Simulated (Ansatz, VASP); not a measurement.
## One calculation of Co, two programs

INCAR

```
SYSTEM = Co
PREC     = Accurate       ! precision mode
ENCUT    = 520            ! plane-wave cutoff, eV
EDIFF    = 1E-7           ! SCF threshold, eV
ISMEAR   = -1             ! smearing method
SIGMA    = 0.1            ! smearing width, eV
LREAL    = .FALSE.        ! projectors in reciprocal space
LASPH    = .TRUE.         ! aspherical terms in the spheres
NELM     = 100            ! most SCF steps
ALGO     = Normal         ! electronic algorithm
ISIF     = 2              ! what is computed and relaxed
LWAVE    = .FALSE.        ! write WAVECAR
LCHARG   = .TRUE.         ! write CHGCAR
GGA      = B5             ! functional
ALDAX    = 1.0          
AGGAX    = 1.0          
AGGAC    = 1.0          
ALDAC    = 0.0          
LELF     = .TRUE.         ! ELF
LVHAR    = .TRUE.       
NBANDS   = 10             ! bands
```

KPOINTS

```
regular mesh
0
G
  18 18 18
  0 0 0
```

File POSCAR:

```
Co
1.0
   -1.4222015032      1.4222015032      1.4222015032
    1.4222015032     -1.4222015032      1.4222015032
    1.4222015032      1.4222015032     -1.4222015032
Co
1
Direct
    0.0000000000      0.0000000000      0.0000000000
```

Input for Ansatz:

```yaml
crystal:
  lattice:
    - [-1.4222015032, 1.4222015032, 1.4222015032]
    - [1.4222015032, -1.4222015032, 1.4222015032]
    - [1.4222015032, 1.4222015032, -1.4222015032]
  atoms:
    - { symbol: Co, position: [0.0, 0.0, 0.0] }
hamiltonian:
  xc: blyp
  pseudopotentials:
    kind: paw
    azcp:
      Co: "pseudopotentials/Co.paw.azcp"
basis:
  ecutwfc: 420
  fft_grid_basis: typed
kpoints:
  mp_grid: { grid: [18, 18, 18], shift: [0, 0, 0] }
magnetization:
  spin_polarized: false
scf:
  occupations: { method: fermi_dirac, width: 0.1 }
  lower_state_search: "off"
output:
  stress: true
```

Alike in both runs: task single point; functional BLYP; k mesh 18 × 18 × 18; occupations fermi-dirac, width 0.1 eV; no spin polarisation.

```csv
,VASP,Ansatz
version,VASP 6.6.1,Ansatz 0.2.0
potentials or method,"VASP PAW PBE potentials, release 64 (Co), cutoff 520 eV","plane waves (420 eV) with PAW, scalar-relativistic"
valence electrons in the cell,9,17
```

Ansatz gave:

| Quantity | Value |
| --- | --- |
| pressure (GPa) | -7.3 |

Problem. Estimate VASP's values.

Solution. Pressure (GPa): -7.4.

VASP's potentials were made for PBE, not for BLYP. With one functional, cell and mesh, what is left measures potentials, basis and numerics. VASP's potentials hold 9 valence electrons a cell and Ansatz's 17, so a difference there can come from the potentials and not from the codes.
